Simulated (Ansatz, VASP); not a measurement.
CsPbCl3: VASP beside Ansatz

```
CELL_PARAMETERS angstrom
5.84738 0.00000 0.00000
0.00000 5.84738 0.00000
0.00000 0.00000 5.63145
ATOMIC_POSITIONS crystal
Cs 0.00000 0.00000 0.00000
Pb 0.50000 0.50000 0.50000
Cl 0.50000 0.50000 0.00000
Cl 0.50000 0.00000 0.50000
Cl 0.00000 0.50000 0.50000
```

Change from the starting cell: epitaxial_xy strain +3.0%.

Alike in both runs: task single point; functional PBE; k mesh 4 × 4 × 4; occupations fermi-dirac, width 0.02 eV; no spin polarisation.

|  | VASP | Ansatz |
| --- | --- | --- |
| version | VASP 6.6.1 | Ansatz 0.2.0 |
| potentials or method | VASP PAW PBE potentials, release 64 (Cs_sv, Pb_d, Cl) | plane waves, PAW |
| plane-wave cutoff (eV) | 520 | 420 |
| valence electrons in the cell | 44 | 44 |

|  | VASP | Ansatz | Ansatz less VASP |
| --- | --- | --- | --- |
| gap on the k mesh at the Fermi level (eV) | 2.19 | 2.18 | -0.007 |
| pressure (GPa) | -0.4 | -0.3 | +0.05 |
| traceless stress, the component that is largest in VASP (GPa) | 1.02 | 1.02 | -0.001 |

Spin-orbit coupling is off throughout.
